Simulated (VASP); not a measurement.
# Al2O3 (P-3m1) in VASP: a series of runs

Aim: see how the results for Al2O3 move with the level of theory and the settings. Levels: r2SCAN, PBEsol, PBEsol+D3(BJ), PBEsol+D4, PBE0. Tasks: single point, relaxation of cell and atoms.

Everything below comes from runs of VASP 6.6.1. Logs are shortened: lines on timing, memory, paths and dates and some standing lists are left out, and cuts for length are marked.

### 1 The cell of the first run

It takes space group P-3m1 (No. 164, trigonal). The conventional cell has a = 3.017 Å, b = 3.017 Å, c = 7.575 Å, α = 90.00°, β = 90.00°, γ = 120.00°. Al (site symmetry 3m) has 4 O at 1.68 to 1.84 Å within 2.2 Å. Within 2.2 Å of O (site symmetry -3m) lie 2 Al at 1.68 Å. Within 2.4 Å of O (site symmetry 3m) lie 3 Al at 1.84 Å.

### 2 Single point, r2SCAN

POSCAR

```
Al2O3
1.0
    3.0174825440      0.0000000000      0.0000000000
   -1.5087412720      2.6132165386      0.0000000000
    0.0000000000      0.0000000000      7.5746360022
Al O
2 3
Direct
    0.0000000000      0.0000000000      0.7220490000
    0.0000000000      0.0000000000      0.2779510000
    0.0000000000      0.0000000000      0.5000000000
    0.6666666667      0.3333333333      0.8005460000
    0.3333333333      0.6666666667      0.1994540000
```

INCAR.step1

```
PREC = Accurate ; ENCUT = 520
ISMEAR = 0 ; SIGMA = 0.01
LREAL = False ; LASPH = True
NELM = 80 ; NBANDS = 20
GGA = PE ; ALGO = Normal
EDIFF = 1E-4 ; LWAVE = True
LCHARG = False
```

INCAR.step2

```
PREC = Accurate ; ENCUT = 520
EDIFF = 1E-6 ; ISMEAR = 0
SIGMA = 0.01 ; LREAL = False
LASPH = True ; NELM = 80
ALGO = Normal ; ISIF = 2
LWAVE = False ; LCHARG = False
METAGGA = R2SCAN ; LMIXTAU = True
NBANDS = 20 ; ISTART = 1
```

KPOINTS

```
Automatic mesh
0
Gamma
  12 12 4
```

Potentials or basis: VASP PAW PBE potentials, release 64 (Al, O).

Command:

```sh
> cat potpaw_PBE.64/Al/POTCAR potpaw_PBE.64/O/POTCAR > POTCAR
> cp INCAR.step1 INCAR
> mpirun -np 1 vasp_std > vasp.out
> cp INCAR.step2 INCAR
> mpirun -np 1 vasp_std > vasp.out
```

OUTCAR:

```text
PREC = Accurate
   ENCUT = 520
   EDIFF = 1E-6
   ISMEAR = 0
   LREAL = False
   LASPH = True
   NELM = 80
   ISIF = 2
   METAGGA = R2SCAN
   ISTART = 1

 ion  position               nearest neighbor table
   1  0.000  0.000  0.722-   3 1.68   4 1.84   4 1.84   4 1.84   2 3.36
   2  0.000  0.000  0.278-   3 1.68   5 1.84   5 1.84   5 1.84   1 3.36
   3  0.000  0.000  0.500-   1 1.68   2 1.68
   4  0.667  0.333  0.801-   1 1.84   1 1.84   1 1.84
   5  0.333  0.667  0.199-   2 1.84   2 1.84   2 1.84

  LATTYP: Found a hexagonal cell.
 ALAT       =     3.0174825440
 C/A-ratio  =     2.5102501478

  Lattice vectors:

 A1 = (   3.0174825440,   0.0000000000,   0.0000000000)
 A2 = (  -1.5087412720,   2.6132165386,   0.0000000000)
 A3 = (   0.0000000000,   0.0000000000,   7.5746360022)

Analysis of symmetry for initial positions (statically):
=====================================================================
 Subroutine PRICEL returns:
 Original cell was already a primitive cell.

 Routine SETGRP: Setting up the symmetry group for a
 hexagonal supercell.

 Subroutine GETGRP returns: Found 12 space group operations
 (whereof 12 operations were pure point group operations)
 out of a pool of 24 trial point group operations.

The static configuration has the point symmetry D_3d.

Analysis of symmetry for dynamics (positions and initial velocities):
=====================================================================
 Subroutine PRICEL returns:
 Original cell was already a primitive cell.

 Routine SETGRP: Setting up the symmetry group for a
 hexagonal supercell.

 Subroutine GETGRP returns: Found 12 space group operations
 (whereof 12 operations were pure point group operations)
 out of a pool of 24 trial point group operations.

The dynamic configuration has the point symmetry D_3d.

 Subroutine INISYM returns: Found 12 space group operations
 (whereof 12 operations are pure point group operations),
 and found     1 'primitive' translations

----------------------------------------------------------------------------------------

                                     Primitive cell

  volume of cell :      59.7285

  direct lattice vectors                    reciprocal lattice vectors
     3.017482544  0.000000000  0.000000000     0.331402083  0.191335082  0.000000000
    -1.508741272  2.613216539  0.000000000     0.000000000  0.382670163  0.000000000
     0.000000000  0.000000000  7.574636002     0.000000000  0.000000000  0.132019545

  length of vectors
     3.017482544  3.017482544  7.574636002     0.382670163  0.382670163  0.132019545

  position of ions in fractional coordinates (direct lattice)
     0.000000000  0.000000000  0.722049000
     0.000000000  0.000000000  0.277951000
     0.000000000  0.000000000  0.500000000
     0.666666667  0.333333333  0.800546000
     0.333333333  0.666666667  0.199454000

  ion indices of the primitive-cell ions
   primitive index   ion index
                 1           1
                 2           2
                 3           3
                 4           4
                 5           5

----------------------------------------------------------------------------------------

 KPOINTS: Automatic mesh

Automatic generation of k-mesh.
 Grid dimensions read from file:
 generate k-points for:   12   12    4

 Generating k-lattice:

  Cartesian coordinates                     Fractional coordinates (reciprocal lattice)
     0.027616840  0.015944590  0.000000000     0.083333333  0.000000000  0.000000000
     0.000000000  0.031889180  0.000000000     0.000000000  0.083333333  0.000000000
     0.000000000  0.000000000  0.033004886     0.000000000  0.000000000  0.250000000

  Length of vectors
     0.031889180  0.031889180  0.033004886

  Shift w.r.t. Gamma in fractional coordinates (k-lattice)
     0.000000000  0.000000000  0.000000000

 Subroutine IBZKPT returns following result:
 ===========================================

 Found     69 irreducible k-points:

 Following reciprocal coordinates:
            Coordinates               Weight
  0.000000  0.000000  0.000000      1.000000
  0.083333  0.000000  0.000000      6.000000
  0.166667  0.000000  0.000000      6.000000
  0.250000  0.000000  0.000000      6.000000
  0.333333  0.000000  0.000000      6.000000
  0.416667  0.000000  0.000000      6.000000
[... 16 lines left out ...]
  0.166667  0.000000  0.250000      6.000000
  0.000000  0.166667  0.250000      6.000000
 [... further k-points ...]
   k-points           NKPTS =     69   k-points in BZ     NKDIM =     69   number of bands    NBANDS=     20
   number of dos      NEDOS =    301   number of ions     NIONS =      5
   total plane-waves  NPLWV =  32256
   dimension x,y,z NGX =    24 NGY =   24 NGZ =   56
   dimension x,y,z NGXF=    48 NGYF=   48 NGZF=  112
   ions per type =               2   3
   NGX,Y,Z   is equivalent  to a cutoff of  13.22, 13.22, 12.29 a.u.
   NGXF,Y,Z  is equivalent  to a cutoff of  26.45, 26.45, 24.58 a.u.
 SYSTEM =  unknown system
   PREC   = accura    normal or accurate (medium, high low for compatibility)
   ISTART =      1    job   : 0-new  1-cont  2-samecut
   ICHARG =      0    charge: 1-file 2-atom 10-const
   ISPIN  =      1    spin polarized calculation?
   LNONCOLLINEAR =      F non collinear calculations
   LSORBIT =      F    spin-orbit coupling
   LASPH  =      T    aspherical Exc in radial PAW
   ENCUT  =  520.0 eV  38.22 Ry    6.18 a.u.   5.61  5.61 14.08*2*pi/ulx,y,z
   NELM   =     80;   NELMIN=  2; NELMDL=  0     # of ELM steps
   EDIFF  = 0.1E-05   stopping-criterion for ELM
   LREAL  =      F    real-space projection
   EDIFFG = 0.1E-04   stopping-criterion for IOM
   NSW    =      0    number of steps for IOM
   IBRION =     -1    ionic relax: 0-MD 1-quasi-New 2-CG
   NFREE  =      0    steps in history (QN), initial steepest desc. (CG)
   ISIF   =      2    stress and relaxation
   ISYM   =      2    0-nonsym 1-usesym 2-fastsym
   POTIM  = 0.5000    time-step for ionic-motion
   TEBEG  =    0.0;   TEEND  =   0.0 temperature during run
   PSTRESS=    0.0 pullay stress
   NELECT =      24.0000    total number of electrons
   NUPDOWN=      -1.0000    fix difference up-down
   EMIN   =  10.00;   EMAX   =-10.00  energy-range for DOS
   EFERMI =   0.00;   METHOD = LEGACY
   ISMEAR =     0;   SIGMA  =   0.01  broadening in eV -4-tet -1-fermi 0-gaus
   EFERMI_NEDOS =   21; number of points for ismear=-14 and -15
   IALGO  =     38    algorithm
   IMIX   =      4    mixing-type and parameters
     AMIX     =   0.40;   BMIX     =  1.00
     AMIX_MAG =   1.60;   BMIX_MAG =  1.00
  volume/ion in A,a.u.               =      11.95        80.61
  Fermi-wavevector in a.u.,A,eV,Ry     =   1.208049  2.282882 19.856107  1.459383
  Thomas-Fermi vector in A             =   2.343669
   LORBIT       =      0    0 simple, 1 ext, 2 COOP (PROOUT), +10 PAW based schemes
   METAGGA = R2SCAN    functional components
   LHFCALC =     F    Hartree Fock is set to
   AEXX    =    0.0000 exact exchange contribution
   IVDW    =     0    specifies the selected vdW correction
   LEPSILON=     F    determine dielectric tensor
   LRPA    =     F    only Hartree local field effects (RPA)
 non-spin polarized calculation
 Gauss-broadening in eV      SIGMA  =   0.01
  energy-cutoff  :      520.00
  volume of cell :       59.73
 maximum number of plane-waves:      1632
 NGX is ok and might be reduce to    24
   NGX = 11   NGY = 11   NGZ = 29

 number of electron      24.0000012 magnetization

 Free energy of the ion-electron system (eV)
  ---------------------------------------------------
  ext. energy  EPLUGINS =         0.00000000
  ---------------------------------------------------
  free energy    TOTEN  =       -46.61452572 eV

  energy without entropy =      -46.61452572  energy(sigma->0) =      -46.61452572

 E-fermi :   3.5346     XC(G=0): -10.1549

 val. band max:        3.4835683815   @ k =   0.0000   0.0000   0.0000
 cond. band min:       6.4378000763   @ k =   0.0000   0.0000   0.0000
 fundamental gap:      2.9542316948
 Fermi energy:         3.5345888758

 k-point     1 :       0.0000    0.0000    0.0000
  band No.  band energies     occupation
      1     -17.1769      2.00000
      2     -16.9947      2.00000
      3     -14.3712      2.00000
      4      -2.4269      2.00000
      5      -1.1160      2.00000
      6      -0.3652      2.00000
[... 12 lines left out ...]
     19      16.5364      0.00000
     20      16.8957      0.00000

 k-point     2 :       0.0833    0.0000    0.0000
  band No.  band energies     occupation
      1     -17.1247      2.00000
      2     -16.9485      2.00000
      3     -14.3431      2.00000
      4      -2.4015      2.00000
      5      -1.0880      2.00000
      6      -0.6290      2.00000
[... 12 lines left out ...]
     19      16.5971      0.00000
     20      16.7066      0.00000

 k-point     3 :       0.1667    0.0000    0.0000
  band No.  band energies     occupation
      1     -16.9777      2.00000
      2     -16.8196      2.00000
      3     -14.2658      2.00000
      4      -2.4131      2.00000
      5      -1.3951      2.00000
      6      -1.0641      2.00000
[... 12 lines left out ...]
     19      16.5220      0.00000
     20      17.1290      0.00000

 k-point     4 :       0.2500    0.0000    0.0000
  band No.  band energies     occupation
      1     -16.7653      2.00000
      2     -16.6368      2.00000
      3     -14.1592      2.00000
      4      -2.7334      2.00000
      5      -2.2048      2.00000
      6      -1.2414      2.00000
[... 429 lines left out ...]
 k-point    23 :       0.1667    0.0000    0.2500
  band No.  band energies     occupation
      1     -16.9564      2.00000
      2     -16.8432      2.00000
      3     -14.2627      2.00000
      4      -2.4460      2.00000
      5      -1.3907      2.00000
      6      -1.2310      2.00000
[... 12 lines left out ...]
     19      16.8540      0.00000
     20      17.0658      0.00000

 k-point    24 :       0.0000    0.1667    0.2500
  band No.  band energies     occupation
      1     -16.9551      2.00000
      2     -16.8446      2.00000
      3     -14.2625      2.00000
      4      -2.4607      2.00000
      5      -1.3914      2.00000
      6      -1.2537      2.00000
[... 12 lines left out ...]
     19      17.1087      0.00000
     20      17.1368      0.00000

 [... further k-points ...]
[... 5 lines left out ...]
  --------------------------------------------------------------------------------------
  -------------------------------------------------------------------------------------
  Total       -2.0349354     -2.0349354     -2.1759775      0.0000000     -0.0000000      0.0000000
  in kB      -54.5857484    -54.5857484    -58.3691071      0.0000000     -0.0000000      0.0000000
  external PRESSURE =     -55.8468680 kB  Pullay stress =       0.0000000 kB

 VOLUME and BASIS-vectors are now :
 -----------------------------------------------------------------------------
  energy-cutoff  :      520.00
  volume of cell :       59.73
      direct lattice vectors                 reciprocal lattice vectors
     3.017482544  0.000000000  0.000000000     0.331402083  0.191335082  0.000000000
    -1.508741272  2.613216539  0.000000000     0.000000000  0.382670163  0.000000000
     0.000000000  0.000000000  7.574636002     0.000000000  0.000000000  0.132019545

 POSITION                                       TOTAL-FORCE (eV/Angst)
 -----------------------------------------------------------------------------------
      0.00000      0.00000      5.46926        -0.000000      0.000000     -0.105088
      0.00000      0.00000      2.10538         0.000000     -0.000000      0.105088
      0.00000      0.00000      3.78732        -0.000000      0.000000      0.000000
      1.50874      0.87107      6.06384        -0.000000      0.000000     -0.413673
     -0.00000      1.74214      1.51079        -0.000000     -0.000000      0.413673
 -----------------------------------------------------------------------------------
    total drift:                                0.000000      0.000000     -0.000000

  FREE ENERGIE OF THE ION-ELECTRON SYSTEM (eV)
  ---------------------------------------------------
  free  energy   TOTEN  =       -46.6145257240 eV

  energy  without entropy=      -46.6145257240  energy(sigma->0) =      -46.61452572
```

Wall time 4.2 min (1 thread of Intel Xeon 8259CL, shared host); peak memory 0.21 GiB.

What came out:

| Quantity | Value |
| --- | --- |
| Free energy | -46.6145 eV |
| Pressure | -5.6 GPa |
| Largest force | 0.414 eV/Å |
| Band gap on the k mesh | 2.95 eV |

Forces in eV/Å, atoms in the order of the input:
```
Al   0.000  0.000 -0.105
Al   0.000  0.000  0.105
O    0.000  0.000  0.000
O    0.000  0.000 -0.414
O    0.000  0.000  0.414
```

Stress tensor (GPa, compression positive):
```
-5.46  0.00  0.00
 0.00 -5.46  0.00
 0.00  0.00 -5.84
```

Caveat: the cell stands under tension; the PAW data sets were made with another functional, which shifts forces and pressure a little. A k mesh can miss the band edges.

(Part 1 of 2 ends here.)
